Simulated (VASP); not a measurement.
# SiC3 (P1) in VASP: single point with PBEsol

Aim: the single point of SiC3 with PBEsol.

All numbers are computed with VASP 6.6.1; they aren't measurements. Logs are shortened: lines on timing, memory, paths and dates and some standing lists are left out, and cuts for length are marked.

**1. The cell of the first run**

The typed cell holds 24 atoms: a = 5.110 Å, b = 5.129 Å, c = 8.648 Å, α = 92.17°, β = 86.27°, γ = 119.71°.

**2. Single point, PBEsol**

The input, INCAR:

```
SYSTEM = SiC3
PREC = Accurate
ENCUT = 520
EDIFF = 1E-7
ISMEAR = 0
SIGMA = 0.1
LREAL = Auto
LASPH = .True.
NELM = 60
ALGO = Fast
ISIF = 2
LWAVE = .False.
LCHARG = .False.
GGA = PS
NBANDS = 66
```

The input, KPOINTS:

```
Automatic mesh
0
Gamma
  7 7 5
  0 0 0
```

The input, POSCAR:

```
SiC3
1.0
   -3.7245640000     -3.4966860000     -0.1048130000
    0.0475490000      3.5535200000      3.6983640000
   -5.1486610000      4.8129790000     -5.0117640000
C Si
18 6
Direct
    0.4901135286      0.9802667508      0.9567267724
    0.9935984078      0.9919839737      0.9542290364
    0.8436704927      0.1526368655      0.7183994431
    0.3578769224      0.1668420838      0.7172440676
    0.2099447614      0.2449502351      0.2092343514
    0.4818479345      0.4808084225      0.9550668317
    0.9803174284      0.4905621578      0.9576392049
    0.8292674653      0.6472904132      0.7161131053
    0.3448268320      0.6361033931      0.7206093147
    0.3303040453      0.1480993684      0.8978225046
    0.8266507600      0.1565630805      0.9006076038
    0.6865313838      0.3259483164      0.6634597790
    0.1860549021      0.3147412395      0.6655987242
    0.4615949544      0.4817073710      0.1299024149
    0.3187309489      0.6489202200      0.8994497152
    0.8265330395      0.6564424046      0.8943203649
    0.6735891001      0.8112350477      0.6664743222
    0.9779822882      0.9958896727      0.1317321363
    0.7018302888      0.3097709351      0.4273882615
    0.6565018109      0.8072033355      0.4439659353
    0.1881911419      0.2533245903      0.4303295913
    0.8676875192      0.5766170395      0.1794913275
    0.1945608754      0.8174565964      0.6016974573
    0.5569061210      0.8971840500      0.1794097228
```

Potentials or basis: VASP PAW PBE potentials, release 64 (C, Si).

The run is started by

```sh
$ cat potpaw_PBE.64/C/POTCAR potpaw_PBE.64/Si/POTCAR > POTCAR
$ mpirun -np 1 vasp_std > vasp.out
```

OUTCAR:

```text
SYSTEM = SiC3
   PREC = Accurate
   ENCUT = 520
   EDIFF = 1E-7
   ISMEAR = 0
   LREAL = Auto
   LASPH = .True.
   NELM = 60
   ISIF = 2
   GGA = PS

 ion  position               nearest neighbor table
   1  0.490  0.980  0.957-  11 1.55  15 1.55  10 1.57  24 2.07
   2  0.994  0.992  0.954-  18 1.53  10 1.55  11 1.57  16 1.58
   3  0.844  0.153  0.718-  13 1.56  12 1.57  11 1.57  17 1.58
   4  0.358  0.167  0.717-  12 1.51  13 1.51  10 1.56  23 1.84
   5  0.210  0.245  0.209-  14 1.41  18 1.42  21 1.91
   6  0.482  0.481  0.955-  14 1.51  10 1.56  15 1.57  16 1.59
   7  0.980  0.491  0.958-  16 1.55  15 1.56  11 1.56  22 2.06
   8  0.829  0.647  0.716-  12 1.50  17 1.50  16 1.54  23 1.85
   9  0.345  0.636  0.721-  13 1.51  17 1.51  15 1.55  23 1.84
  10  0.330  0.148  0.898-   2 1.55   6 1.56   4 1.56   1 1.57
  11  0.827  0.157  0.901-   1 1.55   7 1.56   2 1.57   3 1.57
  12  0.687  0.326  0.663-   8 1.50   4 1.51   3 1.57  19 2.04
  13  0.186  0.315  0.666-   9 1.51   4 1.51   3 1.56  21 2.05
  14  0.462  0.482  0.130-   5 1.41   6 1.51  22 1.96  24 1.97
  15  0.319  0.649  0.899-   9 1.55   1 1.55   7 1.56   6 1.57
  16  0.827  0.656  0.894-   8 1.54   7 1.55   2 1.58   6 1.59  22 2.55
  17  0.674  0.811  0.666-   8 1.50   9 1.51   3 1.58  20 1.93  23 2.56
  18  0.978  0.996  0.132-   5 1.42   2 1.53  24 1.97  22 1.99
  19  0.702  0.310  0.427-  12 2.04  22 2.45  20 2.48  21 2.49  21 2.64  20 2.67  24 2.82  23 2.94
                            23 3.01
  20  0.657  0.807  0.444-  17 1.93  19 2.48  24 2.48  21 2.54  21 2.66  23 2.67  19 2.67  22 2.92
                            23 3.12
  21  0.188  0.253  0.430-   5 1.91  13 2.05  19 2.49  20 2.54  19 2.64  20 2.66  23 2.74
  22  0.868  0.577  0.179-  14 1.96  18 1.99   7 2.06  19 2.45  16 2.55  24 2.80  20 2.92  24 3.03
                            24 3.06
  23  0.195  0.817  0.602-   9 1.84   4 1.84   8 1.85  17 2.56  20 2.67  21 2.74  19 2.94  19 3.01
                            20 3.12
  24  0.557  0.897  0.179-  18 1.97  14 1.97   1 2.07  20 2.48  22 2.80  19 2.82  22 3.03  22 3.06

  LATTYP: Found a triclinic cell.
 ALAT       =    12.7392534413
 B/A-ratio  =     1.0610517507
 C/A-ratio  =     1.4060077473
 COS(alpha) =     0.0079352220
 COS(beta)  =     0.6910526785
 COS(gamma) =     0.7254537462

  Lattice vectors:

 A1 = (   8.9207740000,   2.2372270000,   8.8149410000)
 A2 = (   7.4966770000,  10.5468920000,   3.9079900000)
 A3 = (   6.6203070000,  -9.5691240000,  13.6170790000)

Analysis of symmetry for initial positions (statically):
=====================================================================
 Subroutine PRICEL returns:
 Original cell was already a primitive cell.

 Routine SETGRP: Setting up the symmetry group for a
 triclinic supercell.

 Subroutine GETGRP returns: Found  1 space group operations
 (whereof  1 operations were pure point group operations)
 out of a pool of  2 trial point group operations.

The static configuration has the point symmetry C_1 .

Analysis of symmetry for dynamics (positions and initial velocities):
=====================================================================
 Subroutine PRICEL returns:
 Original cell was already a primitive cell.

 Routine SETGRP: Setting up the symmetry group for a
 triclinic supercell.

 Subroutine GETGRP returns: Found  1 space group operations
 (whereof  1 operations were pure point group operations)
 out of a pool of  2 trial point group operations.

The dynamic configuration has the point symmetry C_1 .

 Subroutine INISYM returns: Found  1 space group operations
 (whereof  1 operations are pure point group operations),
 and found     1 'primitive' translations

----------------------------------------------------------------------------------------

                                     Primitive cell

  volume of cell :     196.4377

  direct lattice vectors                    reciprocal lattice vectors
    -3.724564000 -3.496686000 -0.104813000    -0.181276546 -0.095721524  0.094303283
     0.047549000  3.553520000  3.698364000    -0.091779866  0.092278555  0.182905293
    -5.148661000  4.812979000 -5.011764000    -0.063936612  0.070097584 -0.066530240

  length of vectors
     5.109811713  5.129099490  8.648193762     0.225647747  0.224484346  0.115878533

  position of ions in fractional coordinates (direct lattice)
     0.490113529  0.980266751  0.956726772
     0.993598408  0.991983974  0.954229036
     0.843670493  0.152636865  0.718399443
     0.357876922  0.166842084  0.717244068
     0.209944761  0.244950235  0.209234351
     0.481847935  0.480808422  0.955066832
[... 16 lines left out ...]
     0.194560875  0.817456596  0.601697457
     0.556906121  0.897184050  0.179409723

  ion indices of the primitive-cell ions
   primitive index   ion index
                 1           1
                 2           2
                 3           3
                 4           4
                 5           5
                 6           6
[... 16 lines left out ...]
                23          23
                24          24

----------------------------------------------------------------------------------------

 KPOINTS: Automatic mesh

Automatic generation of k-mesh.
 Grid dimensions read from file:
 generate k-points for:    7    7    5

 Generating k-lattice:

  Cartesian coordinates                     Fractional coordinates (reciprocal lattice)
    -0.025896649 -0.013674503  0.013471898     0.142857143  0.000000000  0.000000000
    -0.013111409  0.013182651  0.026129328    -0.000000000  0.142857143  0.000000000
    -0.012787322  0.014019517 -0.013306048     0.000000000  0.000000000  0.200000000

  Length of vectors
     0.032235392  0.032069192  0.023175707

  Shift w.r.t. Gamma in fractional coordinates (k-lattice)
     0.000000000  0.000000000  0.000000000

 Subroutine IBZKPT returns following result:
 ===========================================

 Found    123 irreducible k-points:

 Following reciprocal coordinates:
            Coordinates               Weight
  0.000000  0.000000  0.000000      1.000000
  0.142857 -0.000000  0.000000      2.000000
  0.285714 -0.000000  0.000000      2.000000
  0.428571 -0.000000  0.000000      2.000000
 -0.000000  0.142857 -0.000000      2.000000
  0.142857  0.142857 -0.000000      2.000000
[... 16 lines left out ...]
 -0.428571  0.428571 -0.000000      2.000000
 -0.285714  0.428571  0.000000      2.000000
 [... further k-points ...]
   k-points           NKPTS =    123   k-points in BZ     NKDIM =    123   number of bands    NBANDS=     66
   number of dos      NEDOS =    301   number of ions     NIONS =     24
   total plane-waves  NPLWV = 102400
   dimension x,y,z NGX =    40 NGY =   40 NGZ =   64
   dimension x,y,z NGXF=    80 NGYF=   80 NGZF=  128
   ions per type =              18   6
   NGX,Y,Z   is equivalent  to a cutoff of  13.01, 12.96, 12.30 a.u.
   NGXF,Y,Z  is equivalent  to a cutoff of  26.03, 25.93, 24.61 a.u.
 SYSTEM =  SiC3
   PREC   = accura    normal or accurate (medium, high low for compatibility)
   ISTART =      0    job   : 0-new  1-cont  2-samecut
   ICHARG =      2    charge: 1-file 2-atom 10-const
   ISPIN  =      1    spin polarized calculation?
   LNONCOLLINEAR =      F non collinear calculations
   LSORBIT =      F    spin-orbit coupling
   LASPH  =      T    aspherical Exc in radial PAW
   ENCUT  =  520.0 eV  38.22 Ry    6.18 a.u.   9.50  9.54 16.08*2*pi/ulx,y,z
   NELM   =     60;   NELMIN=  2; NELMDL= -5     # of ELM steps
   EDIFF  = 0.1E-06   stopping-criterion for ELM
   LREAL  =      T    real-space projection
   EDIFFG = 0.1E-05   stopping-criterion for IOM
   NSW    =      0    number of steps for IOM
   IBRION =     -1    ionic relax: 0-MD 1-quasi-New 2-CG
   NFREE  =      0    steps in history (QN), initial steepest desc. (CG)
   ISIF   =      2    stress and relaxation
   ISYM   =      2    0-nonsym 1-usesym 2-fastsym
   POTIM  = 0.5000    time-step for ionic-motion
   TEBEG  =    0.0;   TEEND  =   0.0 temperature during run
   PSTRESS=    0.0 pullay stress
   NELECT =      96.0000    total number of electrons
   NUPDOWN=      -1.0000    fix difference up-down
   EMIN   =  10.00;   EMAX   =-10.00  energy-range for DOS
   EFERMI =   0.00;   METHOD = LEGACY
   ISMEAR =     0;   SIGMA  =   0.10  broadening in eV -4-tet -1-fermi 0-gaus
   EFERMI_NEDOS =   21; number of points for ismear=-14 and -15
   IALGO  =     68    algorithm
   IMIX   =      4    mixing-type and parameters
     AMIX     =   0.40;   BMIX     =  1.00
     AMIX_MAG =   1.60;   BMIX_MAG =  1.00
  volume/ion in A,a.u.               =       8.18        55.23
  Fermi-wavevector in a.u.,A,eV,Ry     =   1.289507  2.436814 22.624143  1.662828
  Thomas-Fermi vector in A             =   2.421395
   LORBIT       =      0    0 simple, 1 ext, 2 COOP (PROOUT), +10 PAW based schemes
   GGA     = PS    functional components
   LHFCALC =     F    Hartree Fock is set to
   AEXX    =    0.0000 exact exchange contribution
   IVDW    =     0    specifies the selected vdW correction
   LEPSILON=     F    determine dielectric tensor
   LRPA    =     F    only Hartree local field effects (RPA)
 non-spin polarized calculation
 RMM-DIIS sequential band-by-band and
 Gauss-broadening in eV      SIGMA  =   0.10
  energy-cutoff  :      520.00
  volume of cell :      196.44
 maximum number of plane-waves:      5326
 NGX is ok and might be reduce to    40
   NGX = 19   NGY = 19   NGZ = 33

 number of electron      96.0000003 magnetization

 Free energy of the ion-electron system (eV)
  ---------------------------------------------------
  ext. energy  EPLUGINS =         0.00000000
  ---------------------------------------------------
  free energy    TOTEN  =      -198.22912774 eV

  energy without entropy =     -198.21877468  energy(sigma->0) =     -198.22395121

 E-fermi :   9.1838     XC(G=0): -12.1668

 val. band max:        9.1834109655   @ k =  -0.1429   0.0000   0.4000
 cond. band min:       9.2030022420   @ k =  -0.1429   0.1429  -0.0000
 fundamental gap:      0.0195912765
 Fermi energy:         9.1837886867

 k-point     1 :       0.0000    0.0000    0.0000
  band No.  band energies     occupation
      1     -11.3138      2.00000
      2      -9.0796      2.00000
      3      -7.1119      2.00000
      4      -6.4562      2.00000
      5      -6.2247      2.00000
      6      -6.0951      2.00000
[... 1501 lines left out ...]
     59      14.6773      0.00000
     60      15.0063      0.00000

 [... further k-points ...]

 [bands above 60 left out]

------------------------ aborting loop because EDIFF is reached ----------------------------------------

  FORCE on cell =-STRESS in cart. coord.  units (eV):
  Direction    XX          YY          ZZ          XY          YZ          ZX
  --------------------------------------------------------------------------------------
  -------------------------------------------------------------------------------------
  Total        0.7312213      0.5267078      0.9058699      0.0319068      0.0659939     -0.0644606
  in kB        5.9639576      4.2959125      7.3884190      0.2602366      0.5382564     -0.5257512
  external PRESSURE =       5.8827630 kB  Pullay stress =       0.0000000 kB

 VOLUME and BASIS-vectors are now :
 -----------------------------------------------------------------------------
  energy-cutoff  :      520.00
  volume of cell :      196.44
      direct lattice vectors                 reciprocal lattice vectors
    -3.724564000 -3.496686000 -0.104813000    -0.181276546 -0.095721524  0.094303283
     0.047549000  3.553520000  3.698364000    -0.091779866  0.092278555  0.182905293
    -5.148661000  4.812979000 -5.011764000    -0.063936612  0.070097584 -0.066530240

 POSITION                                       TOTAL-FORCE (eV/Angst)
 -----------------------------------------------------------------------------------
     -6.70471      6.37433     -1.22088        -0.016570      0.019697     -0.014322
     -8.56655      4.64342     -1.21779         0.009796     -0.025043      0.010292
     -6.83384      1.04999     -3.12437         0.005891     -0.017628      0.000547
     -5.01785      2.79357     -3.01513         0.028428     -0.034668     -0.026588
     -1.84758      1.14337     -0.16472        -0.019245      0.051242     -0.021202
     -6.68913      4.62041     -3.05887         0.001293     -0.014572      0.015785
[... 16 lines left out ...]
     -3.78372      5.12049     -0.01271        -0.005881      0.005324      0.051945
     -2.95529      2.10433      2.36058         0.036206      0.056831      0.041649
 -----------------------------------------------------------------------------------
    total drift:                                0.008701     -0.028930     -0.013895

  FREE ENERGIE OF THE ION-ELECTRON SYSTEM (eV)
  ---------------------------------------------------
  free  energy   TOTEN  =      -198.2291277379 eV

  energy  without entropy=     -198.2187746754  energy(sigma->0) =     -198.22395121
```

Run time: 66 min. Hardware: 1 thread of Oxide Virtual Turin-like, shared host; peak memory 0.93 GiB.

Results:

- Free energy: -198.2291 eV
- Pressure: 0.6 GPa
- Largest force: 0.092 eV/Å
- Band gap on the k mesh: zero (bands 48 and 49 overlap by 0.29 eV)

Forces in eV/Å, atoms in the order of the input:
```
C   -0.017  0.020 -0.014
C    0.010 -0.025  0.010
C    0.006 -0.018  0.001
C    0.028 -0.035 -0.027
C   -0.019  0.051 -0.021
C    0.001 -0.015  0.016
C   -0.019  0.014 -0.013
C   -0.003 -0.017 -0.046
C   -0.001  0.008 -0.042
C    0.001  0.000 -0.017
C    0.004 -0.021  0.001
C    0.003 -0.008  0.013
C    0.008  0.000  0.014
C   -0.040  0.031 -0.008
C    0.001 -0.001  0.000
C    0.010  0.002  0.011
C    0.010 -0.002  0.091
C   -0.002  0.011 -0.048
Si   0.014 -0.032  0.011
Si  -0.006 -0.004 -0.016
Si   0.001  0.004  0.021
Si  -0.021 -0.027 -0.030
Si  -0.006  0.005  0.052
Si   0.036  0.057  0.042
```

Levels at points of the mesh, in eV from the Fermi level:
| k point | band 45 | band 46 | band 47 | band 48 | band 49 | band 50 | band 51 | band 52 |
| --- | --- | --- | --- | --- | --- | --- | --- | --- |
| (0.00, 0.00, 0.00) | -1.94 | -1.58 | -0.43 | 0.05 | 0.22 | 0.82 | 2.14 | 2.46 |

Caveat: semilocal functionals underestimate gaps, and a narrow one can read as zero; the PAW data sets were made with another functional, which shifts forces and pressure a little.
